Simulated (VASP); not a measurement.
Here is a VASP 6.6.1 calculation.

The input INCAR:

```
SYSTEM = Nb
PREC = Accurate
ENCUT = 520
EDIFF = 1E-7
ISMEAR = -1
SIGMA = 0.1
LREAL = .FALSE.
LASPH = .TRUE.
NELM = 80
ALGO = Normal
ISIF = 2
LWAVE = .FALSE.
LCHARG = .FALSE.
GGA = RE
NBANDS = 12
```

Contents of KPOINTS:

```
regular mesh
0
G
  14 14 14
  0 0 0
```

Contents of POSCAR:

```
Nb
1.0
    0.0000000000      2.1742266647      2.1742266647
    2.1742266647      0.0000000000      2.1742266647
    2.1742266647      2.1742266647      0.0000000000
Nb
1
Direct
    0.0000000000      0.0000000000      0.0000000000
```

Potentials or basis: VASP PAW PBE potentials, release 64 (Nb_sv).

Launch:

```bash
$ cat potpaw_PBE.64/Nb_sv/POTCAR > POTCAR
$ mpirun -np 1 vasp_std > vasp.out
```

(1) What does it give for the pressure?

## Answers

(1) -10.9 GPa.

Caveat: the PAW data sets were made with another functional, which shifts forces and pressure a little.
